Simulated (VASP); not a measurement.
Here is a VASP 6.6.1 calculation.

File INCAR:

```
SYSTEM = Al
ALGO = Normal ; EDIFF = 1E-6
ENCUT = 520 ; GGA = PE
ISIF = 2 ; ISMEAR = -1
LASPH = .True. ; LCHARG = .False.
LREAL = .False. ; LWAVE = .False.
NBANDS = 8 ; NELM = 60
PREC = Accurate ; SIGMA = 0.1
```

KPOINTS

```
k-points
0
Gamma
  5 5 5
  0 0 0
```

Contents of POSCAR:

```
Al
1.0
    0.0000000000      2.0199630948      2.0199630948
    2.0199630948      0.0000000000      2.0199630948
    2.0199630948      2.0199630948      0.0000000000
Al
1
Direct
    0.0000000000      0.0000000000      0.0000000000
```

Potentials or basis: VASP PAW PBE potentials, release 64 (Al).

Launch:

```sh
$ cat potpaw_PBE.64/Al/POTCAR > POTCAR
$ mpirun -np 1 vasp_std > vasp.out
```

Problem. Predict the pressure.

Solution. 1.7 GPa.

Caveat: the k points lie up to 0.54 Å⁻¹ apart.
